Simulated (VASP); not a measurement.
# Mg3CdTe4 (P3m1) in VASP: notebook

Mg3CdTe4 is run at these levels: PBE; tasks: relaxation of cell and atoms.

All numbers are computed with VASP 6.6.1; they aren't measurements. Logs are shortened: lines on timing, memory, paths and dates and some standing lists are left out, and cuts for length are marked.

### 1 The cell of the first run

It takes space group P3m1 (No. 156, trigonal). Conventional cell: a = 4.236 Å, b = 4.236 Å, c = 13.726 Å, α = 90.00°, β = 90.00°, γ = 120.00°. Within 3.4 Å of Mg (site symmetry 3m) lie 4 Te at 2.58 to 2.59 Å. Mg (site symmetry 3m) has 4 Te at 2.58 to 2.59 Å within 3.4 Å. Mg (site symmetry 3m) has 4 Te at 2.58 to 2.59 Å within 3.4 Å. Cd (site symmetry 3m) has 4 Te at 2.58 to 2.59 Å within 3.4 Å. Within 3.4 Å of Te (site symmetry 3m) lie 4 Mg at 2.58 to 2.59 Å. Te (site symmetry 3m) has 3 Cd at 2.58 Å and 1 Mg at 2.59 Å within 3.4 Å. Within 3.4 Å of Te (site symmetry 3m) lie 4 Mg at 2.58 to 2.59 Å. Te (site symmetry 3m) has 3 Mg at 2.58 Å and 1 Cd at 2.59 Å within 3.4 Å.

### 2 Relaxation of cell and atoms, PBE

Contents of INCAR:

```
  PREC = Accurate
  ENCUT = 600
  EDIFF = 1E-7
  ISMEAR = 0
  SIGMA = 0.1
  LREAL = F
  LASPH = T
  NELM = 80
  ALGO = Normal
  ISIF = 3
  LWAVE = F
  LCHARG = F
  GGA = PE
  IBRION = 2
  NSW = 90
  EDIFFG = -0.04
```

Contents of KPOINTS:

```
Automatic mesh
0
Gamma
  6 6 2
```

Contents of POSCAR:

```
Mg3CdTe4
1.0
    4.2355801100      0.0000000000      0.0000000000
   -2.1177900500      3.6681199700      0.0000000000
    0.0000000000      0.0000000000     13.7263756600
Mg Cd Te
3 1 4
Direct
    0.3333333300      0.6666666700      0.4979955900
    0.3333333300      0.6666666700      0.9979955900
    0.6666666700      0.3333333300      0.2479955900
    0.6666666700      0.3333333300      0.7479955900
    0.3333333300      0.6666666700      0.1870044200
    0.3333333300      0.6666666700      0.6870044200
    0.6666666700      0.3333333300      0.4370044200
    0.6666666700      0.3333333300      0.9370044200
```

Potentials or basis: VASP PAW PBE potentials, release 64 (Mg, Cd, Te).

Command:

```sh
> cat potpaw_PBE.64/Mg/POTCAR potpaw_PBE.64/Cd/POTCAR potpaw_PBE.64/Te/POTCAR > POTCAR
> mpirun -np 1 vasp_std > vasp.out
```

OUTCAR:

```text
PREC = Accurate
   ENCUT = 600
   EDIFF = 1E-7
   ISMEAR = 0
   LREAL = F
   LASPH = T
   NELM = 80
   ISIF = 3
   GGA = PE
   IBRION = 2
   NSW = 90
   EDIFFG = -0.04

 ion  position               nearest neighbor table
   1  0.333  0.667  0.498-   7 2.58   7 2.58   7 2.58   6 2.59
   2  0.333  0.667  0.998-   8 2.58   8 2.58   8 2.58   5 2.59
   3  0.667  0.333  0.248-   5 2.58   5 2.58   5 2.58   7 2.59
   4  0.667  0.333  0.748-   6 2.58   6 2.58   6 2.58   8 2.59
   5  0.333  0.667  0.187-   3 2.58   3 2.58   3 2.58   2 2.59
   6  0.333  0.667  0.687-   4 2.58   4 2.58   4 2.58   1 2.59
   7  0.667  0.333  0.437-   1 2.58   1 2.58   1 2.58   3 2.59
   8  0.667  0.333  0.937-   2 2.58   2 2.58   2 2.58   4 2.59

  LATTYP: Found a hexagonal cell.
 ALAT       =     4.2355801100
 C/A-ratio  =     3.2407309751

  Lattice vectors:

 A1 = (   4.2355801100,   0.0000000000,   0.0000000000)
 A2 = (  -2.1177900500,   3.6681199700,   0.0000000000)
 A3 = (   0.0000000000,   0.0000000000,  13.7263756600)

Analysis of symmetry for initial positions (statically):
=====================================================================
 Subroutine PRICEL returns:
 Original cell was already a primitive cell.

 Routine SETGRP: Setting up the symmetry group for a
 hexagonal supercell.

 Subroutine GETGRP returns: Found  6 space group operations
 (whereof  6 operations were pure point group operations)
 out of a pool of 24 trial point group operations.

The static configuration has the point symmetry C_3v.

Analysis of symmetry for dynamics (positions and initial velocities):
=====================================================================
 Subroutine PRICEL returns:
 Original cell was already a primitive cell.

 Routine SETGRP: Setting up the symmetry group for a
 hexagonal supercell.

 Subroutine GETGRP returns: Found  6 space group operations
 (whereof  6 operations were pure point group operations)
 out of a pool of 24 trial point group operations.

The dynamic configuration has the point symmetry C_3v.

 Subroutine INISYM returns: Found  6 space group operations
 (whereof  6 operations are pure point group operations),
 and found     1 'primitive' translations

----------------------------------------------------------------------------------------

                                     Primitive cell

  volume of cell :     213.2614

  direct lattice vectors                    reciprocal lattice vectors
     4.235580110  0.000000000  0.000000000     0.236095169  0.136309609  0.000000000
    -2.117790050  3.668119970  0.000000000     0.000000000  0.272619219  0.000000000
     0.000000000  0.000000000 13.726375660     0.000000000  0.000000000  0.072852443

  length of vectors
     4.235580110  4.235580103 13.726375660     0.272619218  0.272619219  0.072852443

  position of ions in fractional coordinates (direct lattice)
     0.333333330  0.666666670  0.497995590
     0.333333330  0.666666670  0.997995590
     0.666666670  0.333333330  0.247995590
     0.666666670  0.333333330  0.747995590
     0.333333330  0.666666670  0.187004420
     0.333333330  0.666666670  0.687004420
     0.666666670  0.333333330  0.437004420
     0.666666670  0.333333330  0.937004420

  ion indices of the primitive-cell ions
   primitive index   ion index
                 1           1
                 2           2
                 3           3
                 4           4
                 5           5
                 6           6
                 7           7
                 8           8

----------------------------------------------------------------------------------------

 KPOINTS: Automatic mesh

Automatic generation of k-mesh.
 Grid dimensions read from file:
 generate k-points for:    6    6    2

 Generating k-lattice:

  Cartesian coordinates                     Fractional coordinates (reciprocal lattice)
     0.039349195  0.022718268  0.000000000     0.166666667  0.000000000  0.000000000
     0.000000000  0.045436536  0.000000000     0.000000000  0.166666667  0.000000000
     0.000000000  0.000000000  0.036426221     0.000000000  0.000000000  0.500000000

  Length of vectors
     0.045436536  0.045436536  0.036426221

  Shift w.r.t. Gamma in fractional coordinates (k-lattice)
     0.000000000  0.000000000  0.000000000

 Subroutine IBZKPT returns following result:
 ===========================================

 Found     14 irreducible k-points:

 Following reciprocal coordinates:
            Coordinates               Weight
  0.000000  0.000000  0.000000      1.000000
  0.166667  0.000000  0.000000      6.000000
  0.333333  0.000000  0.000000      6.000000
  0.500000 -0.000000  0.000000      3.000000
  0.166667  0.166667  0.000000      6.000000
  0.333333  0.166667  0.000000     12.000000
  0.333333  0.333333  0.000000      2.000000
  0.000000  0.000000  0.500000      1.000000
  0.166667  0.000000  0.500000      6.000000
  0.333333  0.000000  0.500000      6.000000
  0.500000 -0.000000  0.500000      3.000000
  0.166667  0.166667  0.500000      6.000000
  0.333333  0.166667  0.500000     12.000000
  0.333333  0.333333  0.500000      2.000000
   k-points           NKPTS =     14   k-points in BZ     NKDIM =     14   number of bands    NBANDS=     26
   number of dos      NEDOS =    301   number of ions     NIONS =      8
   total plane-waves  NPLWV = 145152
   dimension x,y,z NGX =    36 NGY =   36 NGZ =  112
   dimension x,y,z NGXF=    72 NGYF=   72 NGZF=  224
   ions per type =               3   1   4
   NGX,Y,Z   is equivalent  to a cutoff of  14.13, 14.13, 13.56 a.u.
   NGXF,Y,Z  is equivalent  to a cutoff of  28.26, 28.26, 27.13 a.u.
 SYSTEM =  unknown system
   PREC   = accura    normal or accurate (medium, high low for compatibility)
   ISTART =      0    job   : 0-new  1-cont  2-samecut
   ICHARG =      2    charge: 1-file 2-atom 10-const
   ISPIN  =      1    spin polarized calculation?
   LNONCOLLINEAR =      F non collinear calculations
   LSORBIT =      F    spin-orbit coupling
   LASPH  =      T    aspherical Exc in radial PAW
   ENCUT  =  600.0 eV  44.10 Ry    6.64 a.u.   8.46  8.46 27.41*2*pi/ulx,y,z
   NELM   =     80;   NELMIN=  2; NELMDL= -5     # of ELM steps
   EDIFF  = 0.1E-06   stopping-criterion for ELM
   LREAL  =      F    real-space projection
   EDIFFG = -.4E-01   stopping-criterion for IOM
   NSW    =     90    number of steps for IOM
   IBRION =      2    ionic relax: 0-MD 1-quasi-New 2-CG
   NFREE  =      1    steps in history (QN), initial steepest desc. (CG)
   ISIF   =      3    stress and relaxation
   ISYM   =      2    0-nonsym 1-usesym 2-fastsym
   POTIM  = 0.5000    time-step for ionic-motion
   TEBEG  =    0.0;   TEEND  =   0.0 temperature during run
   PSTRESS=    0.0 pullay stress
   NELECT =      42.0000    total number of electrons
   NUPDOWN=      -1.0000    fix difference up-down
   EMIN   =  10.00;   EMAX   =-10.00  energy-range for DOS
   EFERMI =   0.00;   METHOD = LEGACY
   ISMEAR =     0;   SIGMA  =   0.10  broadening in eV -4-tet -1-fermi 0-gaus
   EFERMI_NEDOS =   21; number of points for ismear=-14 and -15
   IALGO  =     38    algorithm
   IMIX   =      4    mixing-type and parameters
     AMIX     =   0.40;   BMIX     =  1.00
     AMIX_MAG =   1.60;   BMIX_MAG =  1.00
  volume/ion in A,a.u.               =      26.66       179.89
  Fermi-wavevector in a.u.,A,eV,Ry     =   0.952476  1.799918 12.343336  0.907210
  Thomas-Fermi vector in A             =   2.081042
   LORBIT       =      0    0 simple, 1 ext, 2 COOP (PROOUT), +10 PAW based schemes
   GGA     = PE    functional components
   LHFCALC =     F    Hartree Fock is set to
   AEXX    =    0.0000 exact exchange contribution
   IVDW    =     0    specifies the selected vdW correction
   LEPSILON=     F    determine dielectric tensor
   LRPA    =     F    only Hartree local field effects (RPA)
 conjugate gradient relaxation of ions
 non-spin polarized calculation
 Gauss-broadening in eV      SIGMA  =   0.10
  energy-cutoff  :      600.00
  volume of cell :      213.26
 maximum number of plane-waves:      7189
 NGX is ok and might be reduce to    36
   NGX = 17   NGY = 17   NGZ = 55

--------------------------------------- Ionic step        1  -------------------------------------------

 number of electron      41.9999995 magnetization

 Free energy of the ion-electron system (eV)
  ---------------------------------------------------
  ext. energy  EPLUGINS =         0.00000000
  ---------------------------------------------------
  free energy    TOTEN  =       -21.22137108 eV

  energy without entropy =      -21.22137108  energy(sigma->0) =      -21.22137108

------------------------ aborting loop because EDIFF is reached ----------------------------------------

  FORCE on cell =-STRESS in cart. coord.  units (eV):
  Direction    XX          YY          ZZ          XY          YZ          ZX
  --------------------------------------------------------------------------------------
  -------------------------------------------------------------------------------------
  Total       22.5356271     22.5356271     22.4841913      0.0000000      0.0000000      0.0000000
  in kB      169.3042729    169.3042724    168.9178489      0.0000002      0.0000000      0.0000000
  external PRESSURE =     169.1754647 kB  Pullay stress =       0.0000000 kB
[... 321 lines left out ...]
  energy  without entropy=      -24.0006982472  energy(sigma->0) =      -24.00069825

--------------------------------------- Ionic step        9  -------------------------------------------

 number of electron      42.0000000 magnetization

 Free energy of the ion-electron system (eV)
  ---------------------------------------------------
  ext. energy  EPLUGINS =         0.00000000
  ---------------------------------------------------
  free energy    TOTEN  =       -24.00166371 eV

  energy without entropy =      -24.00166371  energy(sigma->0) =      -24.00166371

 E-fermi :   2.3952     XC(G=0):  -7.8981

 val. band max:        1.9377530543   @ k =   0.0000   0.0000   0.0000
 cond. band min:       3.5241291685   @ k =   0.0000   0.0000   0.0000
 fundamental gap:      1.5863761142
 Fermi energy:         2.3951792346

 k-point     1 :       0.0000    0.0000    0.0000
  band No.  band energies     occupation
      1      -8.5751      2.00000
      2      -8.3695      2.00000
      3      -8.2765      2.00000
      4      -8.0092      2.00000
      5      -5.9178      2.00000
      6      -5.9178      2.00000
[... 430 lines left out ...]
  FREE ENERGIE OF THE ION-ELECTRON SYSTEM (eV)
  ---------------------------------------------------
  free  energy   TOTEN  =       -24.0016637138 eV

  energy  without entropy=      -24.0016637138  energy(sigma->0) =      -24.00166371

 reached required accuracy - stopping structural energy minimisation
```

Wall time 11 min (1 thread of Intel Xeon Platinum 8559C (Emerald Rapids), shared host); peak memory 0.46 GiB.

Results:

```yaml
Free_energy: -24.0017 eV
Relaxed_volume: 34.93 Å³/atom
Relaxed_cell: a = 4.627 Å, b = 4.627 Å, c = 15.073 Å, α = 90.00°, β = 90.00°, γ = 120.00°
Space_group_after_relaxing_to_0.1_Å: P3m1 (No. 156)
Energy_gained_by_relaxing: 347.5 meV/atom
Ionic_steps: 9
Pressure_after_relaxing: 0.0 GPa
Largest_force_after_relaxing: 0.031 eV/Å
Band_gap_on_the_k_mesh: 1.59 eV
```

Forces on the atoms (eV/Å):
```
Mg   0.000  0.000  0.005
Mg   0.000  0.000  0.013
Mg   0.000  0.000 -0.021
Cd   0.000  0.000 -0.028
Te   0.000  0.000  0.031
Te   0.000  0.000 -0.001
Te   0.000  0.000 -0.031
Te   0.000  0.000  0.031
```

Step by step:
```
step  energy change (eV)  largest force (eV/Å)  pressure (GPa)  volume (Å³)
   1              0.0000                0.8109           16.92       213.26
   2             -2.4362                0.1025           -3.01       312.47
   3             -2.7743                0.1047            0.17       278.43
   4             -2.7750                0.1050           -0.03       280.04
   5             -2.7764                0.0808           -0.03       280.01
   6             -2.7789                0.0624           -0.03       279.91
   7             -2.7769                0.1304           -0.02       279.71
   8             -2.7793                0.0791           -0.03       279.85
   9             -2.7803                0.0309            0.02       279.42
```

Final structure:
```cif
data_structure
_symmetry_space_group_name_H-M 'P 1'
_symmetry_Int_Tables_number 1
_cell_length_a 4.6267
_cell_length_b 4.6267
_cell_length_c 15.0727
_cell_angle_alpha 90.000
_cell_angle_beta 90.000
_cell_angle_gamma 120.000
_cell_volume 279.42
loop_
_atom_site_label
_atom_site_type_symbol
_atom_site_fract_x
_atom_site_fract_y
_atom_site_fract_z
_atom_site_occupancy
Mg1 Mg 0.33333 0.66667 0.49594 1
Mg2 Mg 0.33333 0.66667 0.99943 1
Mg3 Mg 0.66667 0.33333 0.24859 1
Cd1 Cd 0.66667 0.33333 0.75013 1
Te1 Te 0.33333 0.66667 0.18687 1
Te2 Te 0.33333 0.66667 0.68327 1
Te3 Te 0.66667 0.33333 0.43601 1
Te4 Te 0.66667 0.33333 0.93976 1
```

Levels at points of the mesh, in eV from the valence-band top:
| k point | band 19 | band 20 | band 21 | band 22 | band 23 | band 24 |
| --- | --- | --- | --- | --- | --- | --- |
| (0.00, 0.00, 0.00) | -0.19 | 0.00 | 0.00 | 1.59 | 2.43 | 2.84 |
| (0.50, 0.00, 0.00) | -1.08 | -1.07 | -0.64 | 2.50 | 2.89 | 2.95 |
| (0.00, 0.00, 0.50) | -0.41 | -0.01 | -0.01 | 1.97 | 2.67 | 2.71 |
| (0.50, 0.00, 0.50) | -0.95 | -0.88 | -0.73 | 2.43 | 2.89 | 2.98 |

Caveat: the volume moved by over 15 % at a fixed basis, so the end points are rough; spin-orbit coupling is left out, which moves the levels of the heavy elements. A k mesh can miss the band edges.

(Part 1 of 2 ends here.)
